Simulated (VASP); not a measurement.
# LiMg3H (P6/mmm) in VASP: a series of runs, part 2 of 2

VASP 6.6.1.

**3. Single point, PBE**

This run uses another cell than the first one, of 21.89 Å³/atom, 1.285 times its volume.

File INCAR:

```
SYSTEM = LiMg3H
ALGO = Normal
EDIFF = 1E-6
ENCUT = 520
GGA = PE
ISIF = 2
ISMEAR = 0
LASPH = .True.
LCHARG = .False.
LREAL = .False.
LWAVE = .False.
NBANDS = 13
NELM = 100
PREC = Accurate
SIGMA = 0.1
```

File KPOINTS:

```
k-points
0
Gamma
  9 9 12
  0 0 0
```

File POSCAR:

```
LiMg3H
1.0
    6.3272275865      0.0000000000      0.0000000000
   -3.1636137933      5.4795398254      0.0000000000
    0.0000000000      0.0000000000      3.1574150652
Li Mg H
1 3 1
Direct
    0.0000000000      0.0000000000      0.0000000000
    0.5000000000      0.0000000000      0.0000000000
    0.0000000000      0.5000000000      0.0000000000
    0.5000000000      0.5000000000      0.0000000000
    0.0000000000      0.0000000000      0.5000000000
```

Potentials or basis: VASP PAW PBE potentials, release 64 (Li_sv, Mg, H).

The run is started by

```
$ cat potpaw_PBE.64/Li_sv/POTCAR potpaw_PBE.64/Mg/POTCAR potpaw_PBE.64/H/POTCAR > POTCAR
$ mpirun -np 1 vasp_std > vasp.out
```

OUTCAR:

```text
SYSTEM = LiMg3H
   EDIFF = 1E-6
   ENCUT = 520
   GGA = PE
   ISIF = 2
   ISMEAR = 0
   LASPH = .True.
   LREAL = .False.
   NELM = 100
   PREC = Accurate

 ion  position               nearest neighbor table
   1  0.000  0.000  0.000-   5 1.58   5 1.58
   2  0.500  0.000  0.000-   3 3.16   3 3.16   4 3.16   4 3.16
   3  0.000  0.500  0.000-   2 3.16   2 3.16   4 3.16   4 3.16
   4  0.500  0.500  0.000-   2 3.16   2 3.16   3 3.16   3 3.16
   5  0.000  0.000  0.500-   1 1.58   1 1.58

  LATTYP: Found a hexagonal cell.
 ALAT       =     6.3272275865
 C/A-ratio  =     0.4990203090

  Lattice vectors:

 A1 = (   6.3272275865,   0.0000000000,   0.0000000000)
 A2 = (  -3.1636137933,   5.4795398254,   0.0000000000)
 A3 = (   0.0000000000,   0.0000000000,   3.1574150652)

Analysis of symmetry for initial positions (statically):
=====================================================================
 Subroutine PRICEL returns:
 Original cell was already a primitive cell.

 Routine SETGRP: Setting up the symmetry group for a
 hexagonal supercell.

 Subroutine GETGRP returns: Found 24 space group operations
 (whereof 24 operations were pure point group operations)
 out of a pool of 24 trial point group operations.

The static configuration has the point symmetry D_6h.

Analysis of symmetry for dynamics (positions and initial velocities):
=====================================================================
 Subroutine PRICEL returns:
 Original cell was already a primitive cell.

 Routine SETGRP: Setting up the symmetry group for a
 hexagonal supercell.

 Subroutine GETGRP returns: Found 24 space group operations
 (whereof 24 operations were pure point group operations)
 out of a pool of 24 trial point group operations.

The dynamic configuration has the point symmetry D_6h.

 Subroutine INISYM returns: Found 24 space group operations
 (whereof 24 operations are pure point group operations),
 and found     1 'primitive' translations

----------------------------------------------------------------------------------------

                                     Primitive cell

  volume of cell :     109.4685

  direct lattice vectors                    reciprocal lattice vectors
     6.327227587  0.000000000  0.000000000     0.158047105  0.091248538  0.000000000
    -3.163613793  5.479539825  0.000000000     0.000000000  0.182497077  0.000000000
     0.000000000  0.000000000  3.157415065     0.000000000  0.000000000  0.316714774

  length of vectors
     6.327227587  6.327227586  3.157415065     0.182497077  0.182497077  0.316714774

  position of ions in fractional coordinates (direct lattice)
     0.000000000  0.000000000  0.000000000
     0.500000000  0.000000000  0.000000000
     0.000000000  0.500000000  0.000000000
     0.500000000  0.500000000  0.000000000
     0.000000000  0.000000000  0.500000000

  ion indices of the primitive-cell ions
   primitive index   ion index
                 1           1
                 2           2
                 3           3
                 4           4
                 5           5

[... 32 lines left out ...]
  0.444444 -0.000000  0.000000      6.000000
  0.111111  0.111111  0.000000      6.000000
[... 16 lines left out ...]
  0.333333  0.222222  0.083333     24.000000
  0.333333  0.333333  0.083333      4.000000
 [... further k-points ...]
   k-points           NKPTS =     84   k-points in BZ     NKDIM =     84   number of bands    NBANDS=     13
   number of dos      NEDOS =    301   number of ions     NIONS =      5
   total plane-waves  NPLWV =  55296
   dimension x,y,z NGX =    48 NGY =   48 NGZ =   24
   dimension x,y,z NGXF=    96 NGYF=   96 NGZF=   48
   ions per type =               1   3   1
   NGX,Y,Z   is equivalent  to a cutoff of  12.61, 12.61, 12.64 a.u.
   NGXF,Y,Z  is equivalent  to a cutoff of  25.22, 25.22, 25.27 a.u.
 SYSTEM =  LiMg3H
   PREC   = accura    normal or accurate (medium, high low for compatibility)
   ISTART =      0    job   : 0-new  1-cont  2-samecut
   ICHARG =      2    charge: 1-file 2-atom 10-const
   ISPIN  =      1    spin polarized calculation?
   LNONCOLLINEAR =      F non collinear calculations
   LSORBIT =      F    spin-orbit coupling
   LASPH  =      T    aspherical Exc in radial PAW
   ENCUT  =  520.0 eV  38.22 Ry    6.18 a.u.  11.76 11.76  5.87*2*pi/ulx,y,z
   NELM   =    100;   NELMIN=  2; NELMDL= -5     # of ELM steps
   EDIFF  = 0.1E-05   stopping-criterion for ELM
   LREAL  =      F    real-space projection
   EDIFFG = 0.1E-04   stopping-criterion for IOM
   NSW    =      0    number of steps for IOM
   IBRION =     -1    ionic relax: 0-MD 1-quasi-New 2-CG
   NFREE  =      0    steps in history (QN), initial steepest desc. (CG)
   ISIF   =      2    stress and relaxation
   ISYM   =      2    0-nonsym 1-usesym 2-fastsym
   POTIM  = 0.5000    time-step for ionic-motion
   TEBEG  =    0.0;   TEEND  =   0.0 temperature during run
   PSTRESS=    0.0 pullay stress
   NELECT =      10.0000    total number of electrons
   NUPDOWN=      -1.0000    fix difference up-down
   EMIN   =  10.00;   EMAX   =-10.00  energy-range for DOS
   EFERMI =   0.00;   METHOD = LEGACY
   ISMEAR =     0;   SIGMA  =   0.10  broadening in eV -4-tet -1-fermi 0-gaus
   EFERMI_NEDOS =   21; number of points for ismear=-14 and -15
   IALGO  =     38    algorithm
   IMIX   =      4    mixing-type and parameters
     AMIX     =   0.40;   BMIX     =  1.00
     AMIX_MAG =   1.60;   BMIX_MAG =  1.00
  volume/ion in A,a.u.               =      21.89       147.75
  Fermi-wavevector in a.u.,A,eV,Ry     =   0.737301  1.393298  7.396310  0.543613
  Thomas-Fermi vector in A             =   1.830950
   LORBIT       =      0    0 simple, 1 ext, 2 COOP (PROOUT), +10 PAW based schemes
   GGA     = PE    functional components
   LHFCALC =     F    Hartree Fock is set to
   AEXX    =    0.0000 exact exchange contribution
   IVDW    =     0    specifies the selected vdW correction
   LEPSILON=     F    determine dielectric tensor
   LRPA    =     F    only Hartree local field effects (RPA)
 non-spin polarized calculation
 Gauss-broadening in eV      SIGMA  =   0.10
  energy-cutoff  :      520.00
  volume of cell :      109.47
 maximum number of plane-waves:      2976
 NGX is ok and might be reduce to    48
   NGX = 23   NGY = 23   NGZ = 11

 number of electron      10.0000001 magnetization

 Free energy of the ion-electron system (eV)
  ---------------------------------------------------
  ext. energy  EPLUGINS =         0.00000000
  ---------------------------------------------------
  free energy    TOTEN  =        -8.26124578 eV

  energy without entropy =       -8.24774963  energy(sigma->0) =       -8.25449771

 E-fermi :   1.2296     XC(G=0):  -7.6871

 val. band max:        1.2185313856   @ k =   0.3333   0.2222   0.5000
 cond. band min:       1.2328671094   @ k =   0.3333   0.2222   0.3333
 fundamental gap:      0.0143357238
 Fermi energy:         1.2295542926

 k-point     1 :       0.0000    0.0000    0.0000
  band No.  band energies     occupation
      1     -44.3355      2.00000
      2      -4.6431      2.00000
      3      -0.8681      2.00000
      4      -0.1839      2.00000
      5       0.2351      2.00000
      6       0.2351      2.00000
      7       0.4782      2.00000
      8       0.4782      2.00000
      9       7.0407      0.00000
     10       9.1314      0.00000
     11       9.2210      0.00000
     12       9.2210      0.00000
     13       9.3386      0.00000
[... 354 lines left out ...]
  band No.  band energies     occupation
      1     -44.3349      2.00000
      2      -3.0373      2.00000
      3      -3.0373      2.00000
      4      -2.8741      2.00000
      5       0.9669      1.99980
      6       1.9166      0.00000
      7       1.9166      0.00000
      8       4.7894      0.00000
      9       6.2620      0.00000
     10       6.3918      0.00000
     11       6.3918      0.00000
     12       6.8402      0.00000
     13       6.8402      0.00000

 [... further k-points ...]
[... 5 lines left out ...]
  --------------------------------------------------------------------------------------
  -------------------------------------------------------------------------------------
  Total       -0.0455239     -0.0455239      0.0350881      0.0000000     -0.0000000      0.0000000
  in kB       -0.6662861     -0.6662861      0.5135484      0.0000000     -0.0000000      0.0000000
  external PRESSURE =      -0.2730079 kB  Pullay stress =       0.0000000 kB

 VOLUME and BASIS-vectors are now :
 -----------------------------------------------------------------------------
  energy-cutoff  :      520.00
  volume of cell :      109.47
      direct lattice vectors                 reciprocal lattice vectors
     6.327227587  0.000000000  0.000000000     0.158047105  0.091248538  0.000000000
    -3.163613793  5.479539825  0.000000000     0.000000000  0.182497077  0.000000000
     0.000000000  0.000000000  3.157415065     0.000000000  0.000000000  0.316714774

 POSITION                                       TOTAL-FORCE (eV/Angst)
 -----------------------------------------------------------------------------------
      0.00000      0.00000      0.00000         0.000000      0.000000      0.000000
      3.16361      0.00000      0.00000         0.000000      0.000000      0.000000
     -1.58181      2.73977      0.00000        -0.000000      0.000000      0.000000
      1.58181      2.73977      0.00000        -0.000000      0.000000      0.000000
      0.00000      0.00000      1.57871         0.000000      0.000000      0.000000
 -----------------------------------------------------------------------------------
    total drift:                                0.000000     -0.000000      0.000000

  FREE ENERGIE OF THE ION-ELECTRON SYSTEM (eV)
  ---------------------------------------------------
  free  energy   TOTEN  =        -8.2612457820 eV

  energy  without entropy=       -8.2477496328  energy(sigma->0) =       -8.25449771
```

It took 3.4 min on 1 thread of Intel Xeon Platinum 8375C at 2.90GHz (Ice Lake), shared host; peak memory 0.29 GiB.

What came out:

* Free energy: -8.2612 eV
* Band gap on the k mesh: zero (band 5 reaches 2.56 eV, above the bottom of band 6 at 0.24 eV)

Levels at points of the mesh, in eV from the Fermi level:
| k point | band 2 | band 3 | band 4 | band 5 | band 6 | band 7 | band 8 | band 9 |
| --- | --- | --- | --- | --- | --- | --- | --- | --- |
| (0.00, 0.00, 0.00) | -5.87 | -2.10 | -1.41 | -0.99 | -0.99 | -0.75 | -0.75 | 5.81 |
| (0.00, 0.00, 0.50) | -3.44 | -2.23 | -0.53 | 1.33 | 2.03 | 2.03 | 2.32 | 2.32 |

Caveat: the cutoff is under 1.25 times the usual one of these potentials, so pressure, stress and relaxed cells hold a basis-set (Pulay) error.

**4. Relaxation of cell and atoms, PBE**

This run uses another cell than the first one, of 21.69 Å³/atom, 1.273 times its volume.

File INCAR:

```
PREC = Accurate
ENCUT = 600
EDIFF = 1E-7
ISMEAR = 0
SIGMA = 0.1
LREAL = F
LASPH = T
NELM = 100
ALGO = Normal
ISIF = 3
LWAVE = F
LCHARG = F
GGA = PE
IBRION = 2
NSW = 100
EDIFFG = -0.01
```

File KPOINTS:

```
Automatic mesh
0
Gamma
  9 9 12
```

Changes to POSCAR since step 3:

```diff
@@ -2,5 +2,5 @@
 1.0
-    6.3272275865      0.0000000000      0.0000000000
-   -3.1636137933      5.4795398254      0.0000000000
-    0.0000000000      0.0000000000      3.1574150652
+    6.2501290946      0.0000000000      0.0000000000
+   -3.1250645473      5.4127705728      0.0000000000
+    0.0000000000      0.0000000000      3.2050297501
 Li Mg H
```

The run is started by

```
$ cat potpaw_PBE.64/Li_sv/POTCAR potpaw_PBE.64/Mg/POTCAR potpaw_PBE.64/H/POTCAR > POTCAR
$ mpirun -np 1 vasp_std > vasp.out
```

Run time: 8.1 min. Hardware: 1 thread of Intel Xeon Platinum 8375C at 2.90GHz (Ice Lake), shared host; peak memory 0.35 GiB.

Results (log left out):

* Free energy: -8.2616 eV
* Relaxed volume: 21.78 Å³/atom
* Relaxed cell: a = 6.310 Å, b = 6.310 Å, c = 3.158 Å, α = 90.00°, β = 90.00°, γ = 120.00°
* Space group after relaxing (to 0.05 Å): P6/mmm (No. 191)
* Energy gained by relaxing: 1.3 meV/atom
* Ionic steps: 5
* Pressure after relaxing: 0.1 GPa
* Band gap on the k mesh: zero (band 5 reaches 2.58 eV, above the bottom of band 6 at 0.28 eV)

The path:
```tsv
step	energy change (eV)	largest force (eV/Å)	pressure (GPa)	volume (Å³)
1	0.0000	0.0000	0.02	108.43
2	-0.0035	0.0000	0.04	108.48
3	-0.0064	0.0000	0.11	108.57
4	-0.0064	0.0000	0.11	108.57
5	-0.0066	0.0000	0.05	108.89
```

Final structure:
```cif
data_structure
_symmetry_space_group_name_H-M 'P 1'
_symmetry_Int_Tables_number 1
_cell_length_a 6.3096
_cell_length_b 6.3096
_cell_length_c 3.1584
_cell_angle_alpha 90.000
_cell_angle_beta 90.000
_cell_angle_gamma 120.000
_cell_volume 108.89
loop_
_atom_site_label
_atom_site_type_symbol
_atom_site_fract_x
_atom_site_fract_y
_atom_site_fract_z
_atom_site_occupancy
Li1 Li 0.00000 0.00000 0.00000 1
Mg1 Mg 0.50000 0.00000 0.00000 1
Mg2 Mg 0.00000 0.50000 0.00000 1
Mg3 Mg 0.50000 0.50000 0.00000 1
H1 H 0.00000 0.00000 0.50000 1
```

Levels at points of the mesh, in eV from the Fermi level:
| k point | band 2 | band 3 | band 4 | band 5 | band 6 | band 7 | band 8 | band 9 |
| --- | --- | --- | --- | --- | --- | --- | --- | --- |
| (0.00, 0.00, 0.00) | -5.89 | -2.09 | -1.41 | -0.97 | -0.97 | -0.75 | -0.75 | 5.83 |
| (0.00, 0.00, 0.50) | -3.45 | -2.26 | -0.53 | 1.33 | 2.02 | 2.02 | 2.34 | 2.34 |

Caveat: the cutoff is under 1.25 times the usual one of these potentials, so pressure, stress and relaxed cells hold a basis-set (Pulay) error.

**5. Single point, PBE**

This run uses another cell than the first one, of 21.89 Å³/atom, 1.285 times its volume.

File INCAR:

```
SYSTEM = LiMg3H
PREC = Accurate
ENCUT = 520
EDIFF = 1E-7
ISMEAR = 0
SIGMA = 0.1
LREAL = .False.
LASPH = .True.
NELM = 100
ALGO = Normal
ISIF = 2
LWAVE = .False.
LCHARG = .True.
GGA = PE
LELF = .True.
LVHAR = .True.
NBANDS = 13
```

File KPOINTS:

```
regular mesh
0
Gamma
  9 9 12
  0 0 0
```

Changes to POSCAR since step 4:

```diff
@@ -2,5 +2,5 @@
 1.0
-    6.2501290946      0.0000000000      0.0000000000
-   -3.1250645473      5.4127705728      0.0000000000
-    0.0000000000      0.0000000000      3.2050297501
+    6.3272275865      0.0000000000      0.0000000000
+   -3.1636137933      5.4795398254      0.0000000000
+    0.0000000000      0.0000000000      3.1574150652
 Li Mg H
```

The run is started by

```
$ cat potpaw_PBE.64/Li_sv/POTCAR potpaw_PBE.64/Mg/POTCAR potpaw_PBE.64/H/POTCAR > POTCAR
$ mpirun -np 1 vasp_std > vasp.out
```

It took 88 s on 1 thread of Intel Xeon Platinum 8375C at 2.90GHz (Ice Lake), shared host; peak memory 0.3 GiB.

It converged, with:

| Property | Result |
| --- | --- |
| Free energy | -8.2612 eV |
| Band gap on the k mesh | zero (band 5 reaches 2.56 eV, above the bottom of band 6 at 0.24 eV) |

Levels at points of the mesh, in eV from the Fermi level:
```csv
k point,band 1,band 2,band 3,band 4,band 5,band 6,band 7,band 8,band 9,band 10
"(0.00, 0.00, 0.00)",-45.57,-5.87,-2.10,-1.41,-0.99,-0.99,-0.75,-0.75,5.81,7.90
"(0.00, 0.00, 0.50)",-45.56,-3.44,-2.23,-0.53,1.33,2.03,2.03,2.32,2.32,2.99
```

Caveat: the cutoff is under 1.25 times the usual one of these potentials, so pressure, stress and relaxed cells hold a basis-set (Pulay) error.

**6. Overview**

| task | cell | k mesh | cutoff (eV) | gap on the mesh (eV) |
| --- | --- | --- | --- | --- |
| single point | a = 4.425, b = 4.425, c = 5.024 Å, angles 90.0, 90.0, 120.0°, 5 atoms | 6 × 6 × 4 | 520 | none |
| single point | a = 6.327, b = 6.327, c = 3.157 Å, angles 90.0, 90.0, 120.0°, 5 atoms | 9 × 9 × 12 | 520 | none |
| relaxation of cell and atoms | relaxed from a = 6.250, b = 6.250, c = 3.205 Å, angles 90.0, 90.0, 120.0°, 5 atoms | 9 × 9 × 12 | 600 | none |

Alike in all rows: level PBE; potentials or basis VASP PAW PBE potentials, release 64 (Li_sv, Mg, H); no spin polarisation; smearing gaussian 0.1 eV.

Caveats: the cutoff is under 1.25 times the usual one of these potentials, so pressure, stress and relaxed cells hold a basis-set (Pulay) error.

Total energies depend on the potentials used, so only differences within one code and one set of settings carry meaning.
